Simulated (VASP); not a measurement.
# Al (P6_3/mmc) in VASP: notebook

The runs below take Al through single point, with PBEsol+D3(BJ).

Program: VASP 6.6.1. These are calculated values, not measurements. Logs are shortened: lines on timing, memory, paths and dates and some standing lists are left out, and cuts for length are marked.

## 1. The cell of the first run

The structure is hexagonal, space group P6_3/mmc (No. 194). The conventional cell has a = 2.997 Å, b = 2.997 Å, c = 9.854 Å, α = 90.00°, β = 90.00°, γ = 120.00°. Within 3.9 Å of Al (site symmetry -3m) lie 12 Al at 3.00 to 3.01 Å. Al (site symmetry -6m2) has 12 Al at 3.00 to 3.01 Å within 3.9 Å.

## 2. Single point, PBEsol+D3(BJ)

Contents of INCAR:

```
PREC = Accurate
ENCUT = 520
EDIFF = 1E-6
ISMEAR = 0
SIGMA = 0.15
LREAL = F
LASPH = T
NELM = 100
ALGO = Fast
ISIF = 2
LWAVE = F
LCHARG = F
GGA = PS
IVDW = 12
NBANDS = 14
```

Contents of KPOINTS:

```
regular mesh
0
Gamma
  18 18 6
```

Contents of POSCAR:

```
Al
1.0
    2.9968000000      0.0000000000      0.0000000000
   -1.4984000000      2.5953049301      0.0000000000
    0.0000000000      0.0000000000      9.8538000000
Al
4
Direct
    0.0000000000      0.0000000000      0.0000000000
    0.3333333333      0.6666666667      0.2500000000
    0.0000000000      0.0000000000      0.5000000000
    0.6666666667      0.3333333333      0.7500000000
```

Potentials or basis: VASP PAW PBE potentials, release 64 (Al).

The run is started by

```sh
$ cat potpaw_PBE.64/Al/POTCAR > POTCAR
$ mpirun -np 1 vasp_std > vasp.out
```

OUTCAR:

```text
PREC = Accurate
   ENCUT = 520
   EDIFF = 1E-6
   ISMEAR = 0
   LREAL = F
   LASPH = T
   NELM = 100
   ISIF = 2
   GGA = PS
   IVDW = 12
 IVDW          = 12

 ion  position               nearest neighbor table
   1  0.000  0.000  0.000-   2 3.01   4 3.01   4 3.01   2 3.01   4 3.01   2 3.01
   2  0.333  0.667  0.250-   1 3.01   3 3.01   1 3.01   3 3.01   1 3.01   3 3.01
   3  0.000  0.000  0.500-   2 3.01   4 3.01   4 3.01   2 3.01   4 3.01   2 3.01
   4  0.667  0.333  0.750-   1 3.01   3 3.01   1 3.01   3 3.01   1 3.01   3 3.01

  LATTYP: Found a hexagonal cell.
 ALAT       =     2.9968000000
 C/A-ratio  =     3.2881073145

  Lattice vectors:

 A1 = (   2.9968000000,   0.0000000000,   0.0000000000)
 A2 = (  -1.4984000000,   2.5953049301,   0.0000000000)
 A3 = (   0.0000000000,   0.0000000000,   9.8538000000)

Analysis of symmetry for initial positions (statically):
=====================================================================
 Subroutine PRICEL returns:
 Original cell was already a primitive cell.

 Routine SETGRP: Setting up the symmetry group for a
 hexagonal supercell.

 Subroutine GETGRP returns: Found 24 space group operations
 (whereof 12 operations were pure point group operations)
 out of a pool of 24 trial point group operations.

The static configuration has the point symmetry D_3d.
 The point group associated with its full space group is D_6h.

Analysis of symmetry for dynamics (positions and initial velocities):
=====================================================================
 Subroutine PRICEL returns:
 Original cell was already a primitive cell.

 Routine SETGRP: Setting up the symmetry group for a
 hexagonal supercell.

 Subroutine GETGRP returns: Found 24 space group operations
 (whereof 12 operations were pure point group operations)
 out of a pool of 24 trial point group operations.

The dynamic configuration has the point symmetry D_3d.
 The point group associated with its full space group is D_6h.

 Subroutine INISYM returns: Found 24 space group operations
 (whereof 12 operations are pure point group operations),
 and found     1 'primitive' translations

----------------------------------------------------------------------------------------

                                     Primitive cell

  volume of cell :      76.6390

  direct lattice vectors                    reciprocal lattice vectors
     2.996800000  0.000000000  0.000000000     0.333689269  0.192655589  0.000000000
    -1.498400000  2.595304930  0.000000000     0.000000000  0.385311178  0.000000000
     0.000000000  0.000000000  9.853800000     0.000000000  0.000000000  0.101483692
[... 105 lines left out ...]
   IALGO  =     68    algorithm
   IMIX   =      4    mixing-type and parameters
     AMIX     =   0.40;   BMIX     =  1.00
     AMIX_MAG =   1.60;   BMIX_MAG =  1.00
  volume/ion in A,a.u.               =      19.16       129.30
  Fermi-wavevector in a.u.,A,eV,Ry     =   0.882372  1.667442 10.593240  0.778581
  Thomas-Fermi vector in A             =   2.002995
   LORBIT       =      0    0 simple, 1 ext, 2 COOP (PROOUT), +10 PAW based schemes
   GGA     = PS    functional components
   LHFCALC =     F    Hartree Fock is set to
   AEXX    =    0.0000 exact exchange contribution
   IVDW    =    12    specifies the selected vdW correction
   LEPSILON=     F    determine dielectric tensor
   LRPA    =     F    only Hartree local field effects (RPA)
 non-spin polarized calculation
 RMM-DIIS sequential band-by-band and
 Gauss-broadening in eV      SIGMA  =   0.15
  energy-cutoff  :      520.00
  volume of cell :       76.64
 maximum number of plane-waves:      2101
 NGX is ok and might be reduce to    24
   NGX = 11   NGY = 11   NGZ = 37

 number of electron      12.0000000 magnetization

 Free energy of the ion-electron system (eV)
  ---------------------------------------------------
  ext. energy  EPLUGINS =         0.00000000
  ---------------------------------------------------
  free energy    TOTEN  =       -15.93637586 eV

  energy without entropy =      -15.91567594  energy(sigma->0) =      -15.92602590

 E-fermi :   6.4622     XC(G=0):  -9.7252

 val. band max:        6.4482420952   @ k =   0.2778   0.2222   0.3333
 cond. band min:       6.4706762535   @ k =   0.4444  -0.0000   0.0000
 fundamental gap:      0.0224341584
 Fermi energy:         6.4621804086

 k-point     1 :       0.0000    0.0000    0.0000
  band No.  band energies     occupation
      1      -3.6607      2.00000
      2      -2.1461      2.00000
      3      -2.1421      2.00000
      4       2.2158      2.00000
      5       2.4329      2.00000
      6       9.4966      0.00000
      7       9.5055      0.00000
      8      16.0464      0.00000
      9      16.0464      0.00000
     10      16.3766      0.00000
     11      16.3766      0.00000
     12      17.3021      0.00000
     13      17.3037      0.00000
     14      17.5929      0.00000
[... 377 lines left out ...]
      1       0.8140      2.00000
      2       2.2700      2.00000
      3       2.2898      2.00000
      4       3.1867      2.00000
      5       4.6028      2.00000
      6       4.6605      2.00000
      7       6.6481      0.07956
      8       6.7188      0.01556
      9       8.6810      0.00000
     10       8.9733      0.00000
     11       9.2148      0.00000
     12      10.4361      0.00000
     13      10.4462      0.00000
     14      13.5870      0.00000

 [... further k-points ...]

------------------------ aborting loop because EDIFF is reached ----------------------------------------

 Edisp (eV)   -1.08935

 E8    (eV) :    -0.7332

  FORCE on cell =-STRESS in cart. coord.  units (eV):
  Direction    XX          YY          ZZ          XY          YZ          ZX
  --------------------------------------------------------------------------------------
  -------------------------------------------------------------------------------------
  Total      -5.55272    -5.55272    -5.41960     0.00000     0.00000    -0.00000
  in kB    -116.08244  -116.08244  -113.29948     0.00000     0.00000    -0.00000
  external pressure =     -115.15 kB  Pullay stress =        0.00 kB

 VOLUME and BASIS-vectors are now :
 -----------------------------------------------------------------------------
  energy-cutoff  :      520.00
  volume of cell :       76.64
      direct lattice vectors                 reciprocal lattice vectors
     2.996800000  0.000000000  0.000000000     0.333689269  0.192655589  0.000000000
    -1.498400000  2.595304930  0.000000000     0.000000000  0.385311178  0.000000000
     0.000000000  0.000000000  9.853800000     0.000000000  0.000000000  0.101483692

 POSITION                                       TOTAL-FORCE (eV/Angst)
 -----------------------------------------------------------------------------------
      0.00000      0.00000      0.00000         0.000000      0.000000      0.000000
     -0.00000      1.73020      2.46345         0.000000      0.000000      0.000000
      0.00000      0.00000      4.92690         0.000000      0.000000      0.000000
      1.49840      0.86510      7.39035        -0.000000      0.000000      0.000000
 -----------------------------------------------------------------------------------
    total drift:                               -0.000000      0.000000      0.000000

  FREE ENERGIE OF THE ION-ELECTRON SYSTEM (eV)
  ---------------------------------------------------
  free  energy   TOTEN  =       -17.0257260373 eV

  energy  without entropy=      -17.0050261209  energy(sigma->0) =      -17.01537608
```

stdout:

```text
POSCAR found type information on POSCAR Al
 POSCAR found :  1 types and       4 ions
 scaLAPACK will be used
 -----------------------------------------------------------------------------
|                                                                             |
|                                                                             |
|     You enforced a specific xc type in the INCAR file but a different       |
|     I HOPE YOU KNOW WHAT YOU ARE DOING!                                     |
|                                                                             |
 -----------------------------------------------------------------------------

 LDA part: xc-table for (Slater+PW92), standard interpolation
 POSCAR, INCAR and KPOINTS ok, starting setup
 FFT: planning ... GRIDC
 FFT: planning ... GRID_SOFT
 FFT: planning ... GRID
 WAVECAR not read
 entering main loop
```

It took 57 s on 1 thread of Intel Xeon Platinum 8559C (Emerald Rapids), shared host; peak memory 0.27 GiB.

Results:

| Property | Result |
| --- | --- |
| Free energy | -17.0257 eV |
| Pressure | -11.5 GPa |
| Band gap on the k mesh | zero (band 6 reaches 10.06 eV, above the bottom of band 7 at 5.10 eV) |
| Dispersion energy per atom | -0.272 eV |

Caveat: the PAW data sets were made with another functional, which shifts forces and pressure a little; pairwise dispersion overbinds metals, which lowers pressure and volume.

## 3. Single point, PBEsol+D3(BJ)

This run uses another cell than the first one, of 12.53 Å³/atom, 0.654 times its volume.

Contents of INCAR:

```
SYSTEM = Al
ALGO = Normal ; EDIFF = 1E-6
ENCUT = 520 ; GGA = PS
ISIF = 2 ; ISMEAR = 0
IVDW = 12 ; LASPH = .TRUE.
LCHARG = .FALSE. ; LREAL = .FALSE.
LWAVE = .FALSE. ; NBANDS = 14
NELM = 100 ; PREC = Accurate
SIGMA = 0.15
```

Contents of KPOINTS:

```
k-points
0
G
  18 18 6
  0 0 0
```

Contents of POSCAR:

```
Al
1.0
    2.6047000000      0.0000000000      0.0000000000
   -1.3023500000      2.2557363693      0.0000000000
    0.0000000000      0.0000000000      8.5302000000
Al
4
Direct
    0.0000000000      0.0000000000      0.0000000000
    0.3333333333      0.6666666667      0.2500000000
    0.0000000000      0.0000000000      0.5000000000
    0.6666666667      0.3333333333      0.7500000000
```

Potentials or basis: VASP PAW PBE potentials, release 64 (Al).

The run is started by

```sh
$ cat potpaw_PBE.64/Al/POTCAR > POTCAR
$ mpirun -np 1 vasp_std > vasp.out
```

It took 35 s on 1 thread of Intel Xeon Platinum 8559C (Emerald Rapids), shared host; peak memory 0.21 GiB.

It converged, with:

| Item | Value |
| --- | --- |
| Free energy | -16.6262 eV |
| Pressure | 31.9 GPa |
| Band gap on the k mesh | zero (band 6 reaches 15.50 eV, above the bottom of band 7 at 9.41 eV) |
| Dispersion energy per atom | -0.419 eV |

Levels at points of the mesh, in eV from the Fermi level:
| k point | band 4 | band 5 | band 6 | band 7 | band 8 | band 9 |
| --- | --- | --- | --- | --- | --- | --- |
| (0.00, 0.00, 0.00) | -5.70 | -4.77 | 4.00 | 4.02 | 12.69 | 12.69 |
| (0.50, 0.00, 0.00) | -4.64 | -3.65 | -3.56 | 0.79 | 1.03 | 1.95 |
| (0.00, 0.00, 0.50) | -8.64 | -0.98 | -0.98 | 9.62 | 9.62 | 12.90 |
| (0.50, 0.00, 0.50) | -5.50 | -2.09 | -2.09 | -1.35 | -1.35 | 5.05 |

Caveat: the PAW data sets were made with another functional, which shifts forces and pressure a little; pairwise dispersion overbinds metals, which lowers pressure and volume.

(Continued in part 2 of 2.)
